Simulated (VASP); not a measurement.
# FeCo (Pm-3m) in VASP: further runs, part 3 of 3

VASP 6.6.1.

### 5 Electric field gradients, PBE, collinear spin, ferromagnetic start (11.95 Å³/atom)

This run uses another cell than the first one, of 11.95 Å³/atom.

The input, INCAR:

```
  ALGO = Normal
  EDIFF = 1E-8
  ENCUT = 520
  GGA = PE
  GGA_COMPAT = F
  ISIF = 2
  ISMEAR = -1
  ISPIN = 2
  LASPH = T
  LCHARG = F
  LEFG = T
  LMAXMIX = 4
  LORBIT = 11
  LREAL = F
  LWAVE = F
  MAGMOM = 3 2
  NBANDS = 20
  NELM = 200
  PREC = Accurate
  SIGMA = 0.05
```

The input, KPOINTS:

```
k-points
0
Gamma
  13 13 13
```

The input, POSCAR:

```
FeCo
1.0
    2.8806126410      0.0000000000      0.0000000000
    0.0000000000      2.8806126410      0.0000000000
    0.0000000000      0.0000000000      2.8806126410
Fe Co
1 1
Direct
    0.5000000000      0.5000000000      0.5000000000
    0.0000000000      0.0000000000      0.0000000000
```

Potentials or basis: VASP PAW PBE potentials, release 64 (Fe, Co).

On the command line:

```console
> cat potpaw_PBE.64/Fe/POTCAR potpaw_PBE.64/Co/POTCAR > POTCAR
> mpirun -np 1 vasp_std > vasp.out
```

OUTCAR:

```text
EDIFF = 1E-8
   ENCUT = 520
   GGA = PE
   ISIF = 2
   ISMEAR = -1
   ISPIN = 2
   LASPH = T
   LORBIT = 11
   LREAL = F
   NELM = 200
   PREC = Accurate

 ion  position               nearest neighbor table
   1  0.500  0.500  0.500-   2 2.49   2 2.49   2 2.49   2 2.49   2 2.49   2 2.49   2 2.49   2 2.49

   2  0.000  0.000  0.000-   1 2.49   1 2.49   1 2.49   1 2.49   1 2.49   1 2.49   1 2.49   1 2.49

  LATTYP: Found a simple cubic cell.
 ALAT       =     2.8806126410

  Lattice vectors:

 A1 = (   2.8806126410,   0.0000000000,   0.0000000000)
 A2 = (   0.0000000000,   2.8806126410,   0.0000000000)
 A3 = (   0.0000000000,   0.0000000000,   2.8806126410)

Analysis of symmetry for initial positions (statically):
=====================================================================
 Subroutine PRICEL returns:
 Original cell was already a primitive cell.

 Routine SETGRP: Setting up the symmetry group for a
 simple cubic supercell.

 Subroutine GETGRP returns: Found 48 space group operations
 (whereof 48 operations were pure point group operations)
 out of a pool of 48 trial point group operations.

The static configuration has the point symmetry O_h .

Analysis of symmetry for dynamics (positions and initial velocities):
=====================================================================
 Subroutine PRICEL returns:
 Original cell was already a primitive cell.

 Routine SETGRP: Setting up the symmetry group for a
 simple cubic supercell.

 Subroutine GETGRP returns: Found 48 space group operations
 (whereof 48 operations were pure point group operations)
 out of a pool of 48 trial point group operations.

The dynamic configuration has the point symmetry O_h .

Analysis of structural, dynamic, and magnetic symmetry:
=====================================================================
 Subroutine PRICEL returns:
 Original cell was already a primitive cell.

 Routine SETGRP: Setting up the symmetry group for a
 simple cubic supercell.

 Subroutine GETGRP returns: Found 48 space group operations
 (whereof 48 operations were pure point group operations)
 out of a pool of 48 trial point group operations.

The overall configuration has the point symmetry O_h .

 Subroutine INISYM returns: Found 48 space group operations
 (whereof 48 operations are pure point group operations),
 and found     1 'primitive' translations

----------------------------------------------------------------------------------------

                                     Primitive cell

  volume of cell :      23.9031

  direct lattice vectors                    reciprocal lattice vectors
     2.880612641  0.000000000  0.000000000     0.347148376  0.000000000  0.000000000
     0.000000000  2.880612641  0.000000000     0.000000000  0.347148376  0.000000000
     0.000000000  0.000000000  2.880612641     0.000000000  0.000000000  0.347148376

  length of vectors
     2.880612641  2.880612641  2.880612641     0.347148376  0.347148376  0.347148376

  position of ions in fractional coordinates (direct lattice)
[... 109 lines left out ...]
   LRPA    =     F    only Hartree local field effects (RPA)
 spin polarized calculation
  energy-cutoff  :      520.00
  volume of cell :       23.90
 maximum number of plane-waves:       660
 NGX is ok and might be reduce to    24
   NGX = 11   NGY = 11   NGZ = 11

 number of electron      16.9999994 magnetization       4.5587794

 Free energy of the ion-electron system (eV)
  ---------------------------------------------------
  ext. energy  EPLUGINS =         0.00000000
  ---------------------------------------------------
  free energy    TOTEN  =       -15.38759645 eV

  energy without entropy =      -15.37575590  energy(sigma->0) =      -15.38167618

 E-fermi :   7.6783     XC(G=0): -12.8355

 val. band max:        7.6776481998   @ k =   0.3077   0.2308   0.0000
 cond. band min:       7.6802913964   @ k =   0.4615   0.1538   0.0000
 fundamental gap:      0.0026431965
 Fermi energy:         7.6783345692

 spin component 1

 k-point     1 :       0.0000    0.0000    0.0000
  band No.  band energies     occupation
      1      -1.1390      1.00000
      2       2.4376      1.00000
      3       2.4376      1.00000
      4       4.6038      1.00000
      5       4.6039      1.00000
      6       4.6039      1.00000
[... 541 lines left out ...]
     19      30.5725      0.00000
     20      33.1473      0.00000

 [... further k-points ...]

 spin component 2

 k-point     1 :       0.0000    0.0000    0.0000
  band No.  band energies     occupation
      1      -1.0038      1.00000
      2       4.3642      1.00000
      3       4.3643      1.00000
      4       6.5500      1.00000
      5       6.5500      1.00000
      6       6.5500      1.00000
[... 541 lines left out ...]
     19      30.9911      0.00000
     20      33.4671      0.00000

 [... further k-points ...]

------------------------ aborting loop because EDIFF is reached ----------------------------------------

  FORCE on cell =-STRESS in cart. coord.  units (eV):
  Direction    XX          YY          ZZ          XY          YZ          ZX
  --------------------------------------------------------------------------------------
  -------------------------------------------------------------------------------------
  Total       -1.0421343     -1.0421343     -1.0421343      0.0000000      0.0000000     -0.0000000
  in kB      -69.8521341    -69.8521341    -69.8521341      0.0000000      0.0000000     -0.0000000
  external PRESSURE =     -69.8521341 kB  Pullay stress =       0.0000000 kB

 VOLUME and BASIS-vectors are now :
 -----------------------------------------------------------------------------
  energy-cutoff  :      520.00
  volume of cell :       23.90
      direct lattice vectors                 reciprocal lattice vectors
     2.880612641  0.000000000  0.000000000     0.347148376  0.000000000  0.000000000
     0.000000000  2.880612641  0.000000000     0.000000000  0.347148376  0.000000000
     0.000000000  0.000000000  2.880612641     0.000000000  0.000000000  0.347148376

 POSITION                                       TOTAL-FORCE (eV/Angst)
 -----------------------------------------------------------------------------------
      1.44031      1.44031      1.44031         0.000000      0.000000      0.000000
      0.00000      0.00000      0.00000         0.000000      0.000000      0.000000
 -----------------------------------------------------------------------------------
    total drift:                                0.000000      0.000000     -0.000000

  FREE ENERGIE OF THE ION-ELECTRON SYSTEM (eV)
  ---------------------------------------------------
  free  energy   TOTEN  =       -15.3875964490 eV

  energy  without entropy=      -15.3757559035  energy(sigma->0) =      -15.38167618

 Electric field gradients (V/A^2)
---------------------------------------------------------------------
 ion       V_xx      V_yy      V_zz      V_xy      V_xz      V_yz
---------------------------------------------------------------------
   1       0.000    -0.000    -0.000    -0.000    -0.000     0.000
   2      -0.000    -0.000     0.000    -0.000     0.000     0.000
---------------------------------------------------------------------

 Electric field gradients after diagonalization (V/A^2)
 (convention: |V_zz| > |V_xx| > |V_yy|)
----------------------------------------------------------------------
 ion       V_xx      V_yy      V_zz     asymmetry (V_yy - V_xx)/ V_zz
----------------------------------------------------------------------
   1       0.000    -0.000    -0.000       0.269
   2      -0.000    -0.000     0.000       0.010
----------------------------------------------------------------------

           NMR quadrupolar parameters

 Cq : quadrupolar parameter    Cq=e*Q*V_zz/h
 eta: asymmetry parameters     (V_yy - V_xx)/ V_zz
 Q  : nuclear electric quadrupole moment in mb (millibarn)
----------------------------------------------------------------------
 ion       Cq(MHz)       eta       Q (mb)
----------------------------------------------------------------------
   1      -0.000       0.269       1.000
   2       0.000       0.010       1.000
----------------------------------------------------------------------

 total charge

# of ion       s       p       d       tot
------------------------------------------
    1        0.459   0.496   6.123   7.078
    2        0.469   0.480   7.222   8.170
--------------------------------------------------
tot          0.928   0.976  13.345  15.248

 magnetization (x)

# of ion       s       p       d       tot
------------------------------------------
    1        0.002  -0.044   2.862   2.820
    2       -0.011  -0.055   1.839   1.774
--------------------------------------------------
tot         -0.009  -0.099   4.701   4.593
```

stdout:

```text
POSCAR found type information on POSCAR FeCo
 POSCAR found :  2 types and       2 ions
 scaLAPACK will be used
 LDA part: xc-table for (Slater+PW92), standard interpolation
 POSCAR, INCAR and KPOINTS ok, starting setup
 FFT: planning ... GRIDC
 FFT: planning ... GRID_SOFT
 FFT: planning ... GRID
 WAVECAR not read
 entering main loop
ion   1

ion   2
```

Wall time 45 s (1 thread of Intel Xeon Platinum 8488C (Sapphire Rapids), shared host); peak memory 0.2 GiB.

Results:

| Quantity | Value |
| --- | --- |
| Free energy | -15.3876 eV |
| Pressure | -7.0 GPa |
| Net moment | 4.56 μB per cell |
| Site moments | Fe +2.82; Co +1.77 μB |
| Largest electric field gradient by atom | zero within the noise of the run |
| Valence electrons inside the program's atomic spheres | Fe 7.08; Co 8.17 |

Caveat: the cell stands under tension.

### 6 Single point, PBE

This run uses another cell than the first one, of 11.66 Å³/atom.

The input, POSCAR:

```
FeCo
1.0
    2.8570000000      0.0000000000      0.0000000000
    0.0000000000      2.8570000000      0.0000000000
    0.0000000000      0.0000000000      2.8570000000
Fe Co
1 1
Direct
    0.5000000000      0.5000000000      0.5000000000
    0.0000000000      0.0000000000      0.0000000000
```

The input, INCAR.step1:

```
SYSTEM = FeCo
ALGO     = Normal         ! electronic algorithm
EDIFF    = 1E-6           ! SCF threshold, eV
ENCUT    = 520            ! plane-wave cutoff, eV
GGA      = PE             ! functional
GGA_COMPAT= .FALSE.      
ISIF     = 2              ! what is computed and relaxed
ISMEAR   = -1             ! smearing method
LASPH    = .TRUE.         ! aspherical terms in the spheres
LCHARG   = .TRUE.         ! write CHGCAR
LMAXMIX  = 4              ! l up to which the mixer works
LORBIT   = 11             ! projections on sites
LREAL    = .FALSE.        ! projectors in reciprocal space
LWAVE    = .FALSE.        ! write WAVECAR
NBANDS   = 16             ! bands
NEDOS    = 2001           ! points of the DOS
NELM     = 120            ! most SCF steps
PREC     = Accurate       ! precision mode
SIGMA    = 0.05           ! smearing width, eV
```

The input, KPOINTS.step1:

```
k-points
0
G
  13 13 13
  0 0 0
```

The input, INCAR.step2:

```
SYSTEM = FeCo
ALGO     = Normal         ! electronic algorithm
EDIFF    = 1E-6           ! SCF threshold, eV
ENCUT    = 520            ! plane-wave cutoff, eV
GGA      = PE             ! functional
GGA_COMPAT= .FALSE.      
ICHARG   = 11             ! starting density
ISIF     = 2              ! what is computed and relaxed
ISMEAR   = -5             ! smearing method
LASPH    = .TRUE.         ! aspherical terms in the spheres
LCHARG   = .FALSE.        ! write CHGCAR
LMAXMIX  = 4              ! l up to which the mixer works
LORBIT   = 11             ! projections on sites
LREAL    = .FALSE.        ! projectors in reciprocal space
LWAVE    = .FALSE.        ! write WAVECAR
NBANDS   = 16             ! bands
NEDOS    = 2001           ! points of the DOS
NELM     = 120            ! most SCF steps
PREC     = Accurate       ! precision mode
SIGMA    = 0.05           ! smearing width, eV
```

The input, KPOINTS.step2:

```
k-points
0
G
  20 20 20
  0 0 0
```

Potentials or basis: VASP PAW PBE potentials, release 64 (Fe, Co).

On the command line:

```console
> cat potpaw_PBE.64/Fe/POTCAR potpaw_PBE.64/Co/POTCAR > POTCAR
> cp INCAR.step1 INCAR
> cp KPOINTS.step1 KPOINTS
> mpirun -np 1 vasp_std > vasp.out
> cp INCAR.step2 INCAR
> cp KPOINTS.step2 KPOINTS
> mpirun -np 1 vasp_std > vasp.out
```

Wall time 33 s (1 thread of Intel Xeon 6975P-C (Granite Rapids), shared host); peak memory 0.23 GiB.

It converged, with:

```
Valence electrons inside the program's atomic spheres : Fe 7.14; Co 8.21
```

Levels at points of the mesh, in eV from the Fermi level:
| k point | band 5 | band 6 | band 7 | band 8 | band 9 | band 10 | band 11 | band 12 |
| --- | --- | --- | --- | --- | --- | --- | --- | --- |
| (0.00, 0.00, 0.00) | -1.56 | -1.56 | -0.12 | -0.12 | 0.74 | 0.74 | 0.74 | 9.74 |
| (0.50, 0.00, 0.00) | -1.30 | -1.30 | -1.01 | -1.01 | -0.63 | -0.22 | 0.63 | 1.13 |
| (0.50, 0.50, 0.00) | -0.24 | -0.15 | -0.08 | 0.29 | 0.52 | 0.52 | 0.98 | 0.98 |
| (0.50, 0.50, 0.50) | -2.53 | -2.53 | -0.12 | -0.12 | 0.33 | 0.33 | 8.48 | 8.48 |

Caveat: the run has no spin polarisation, though such a crystal can be magnetic; tetrahedron occupations give inexact forces and stress in metals.

### 7 The runs side by side

| task | spin | cell | k mesh for the DOS | occupations for the DOS | gap on the mesh (eV) | pressure (GPa) | moment (μB) |
| --- | --- | --- | --- | --- | --- | --- | --- |
| electric field gradients | collinear, ferromagnetic start | a = 2.809 Å, 2 atoms | - | - | none | 7.3 | 4.45 |
| electric field gradients | collinear, ferromagnetic start | a = 2.833 Å, 2 atoms | - | - | none | 1.9 | 4.49 |
| electric field gradients | collinear, ferromagnetic start | a = 2.857 Å, 2 atoms | - | - | none | -2.9 | 4.53 |
| electric field gradients | collinear, ferromagnetic start | a = 2.881 Å, 2 atoms | - | - | none | -7.0 | 4.56 |
| single point | off | a = 2.857 Å, 2 atoms | 20 × 20 × 20 | tetrahedron | - | - | - |

Alike in all rows: level PBE; potentials or basis VASP PAW PBE potentials, release 64 (Fe, Co); k mesh 13 × 13 × 13; cutoff (eV) 520; smearing fermi-dirac 0.05 eV.

Caveats: the cell stands under pressure (at least some runs); the cell stands under tension (at least some runs); tetrahedron occupations give inexact forces and stress in metals (at least some runs).

Absolute energies hang on the potentials; compare differences alone.
